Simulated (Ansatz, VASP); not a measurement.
Be2Se: VASP beside Ansatz

```
CELL_PARAMETERS angstrom
5.23372 0.00000 0.00000
-2.61686 4.53253 0.00000
0.00000 0.00000 6.04523
ATOMIC_POSITIONS crystal
Be 0.33333 0.66667 0.16295
Be 0.66667 0.33333 0.16295
Be 0.66667 0.33333 0.83705
Be 0.33333 0.66667 0.83705
Se 0.33333 0.66667 0.50000
Se 0.66667 0.33333 0.50000
```

Alike in both runs: functional PBE; k mesh 4 × 4 × 3; occupations gaussian, width 0.2 eV; no spin polarisation.

Ansatz relaxed the structure, and its values are those at the end. VASP's run is a single point on that final structure, the one shown.

|  | VASP | Ansatz |
| --- | --- | --- |
| version | VASP 6.6.1 | Ansatz 0.2.0 |
| potentials or method | VASP PAW PBE potentials, release 64 (Be, Se), cutoff 600 eV | scalar-relativistic, plane waves, PAW |
| valence electrons in the cell | 20 | 40 |

|  | VASP | Ansatz | Ansatz less VASP |
| --- | --- | --- | --- |
| gap on the k mesh at the Fermi level (eV) | none | none | - |
| pressure (GPa) | 0.6 | 0.5 | -0.08 |
| rms of the force components (eV/Å) | 0.013 | 0.000 | -0.0121 |

A gap of «none» marks a metal or a gap that the smearing closes. The functional is the same, so the differences come from potentials, cutoffs and numerics. VASP's potentials hold 20 valence electrons a cell and Ansatz's 40, so a difference there can come from the potentials and not from the codes.
